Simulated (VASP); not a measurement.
A run of VASP 6.6.1 is set up as follows.

INCAR

```
PREC = Accurate
ENCUT = 520
EDIFF = 1E-7
ISMEAR = 0
SIGMA = 0.05
LREAL = False
LASPH = True
NELM = 80
ALGO = Normal
ISIF = 2
LWAVE = False
LCHARG = False
GGA = CA
NBANDS = 16
```

Contents of KPOINTS:

```
Automatic mesh
0
Gamma
  9 9 6
```

Contents of POSCAR:

```
AlN
1.0
    3.0643371193      0.0000000000      0.0000000000
   -1.5321685597      2.6537937911      0.0000000000
    0.0000000000      0.0000000000      4.9033300000
Al N
2 2
Direct
    0.3333333333      0.6666666667      0.0000000000
    0.6666666667      0.3333333333      0.5000000000
    0.3333333333      0.6666666667      0.3850000000
    0.6666666667      0.3333333333      0.8850000000
```

Potentials or basis: VASP PAW LDA potentials, release 64 (Al, N).

Launch:

```bash
$ cat potpaw_LDA.64/Al/POTCAR potpaw_LDA.64/N/POTCAR > POTCAR
$ mpirun -np 1 vasp_std > vasp.out
```

(1) Predict the band gap on the k mesh.

(2) Estimate the largest force.

(3) What does it give for the pressure?

Results:

(1) 4.59 eV, direct.

(2) 0.189 eV/Å.

(3) 6.0 GPa.

Caveat: the cell differs from its parent crystal (strain -0.015 along x and y, -0.015 along z).
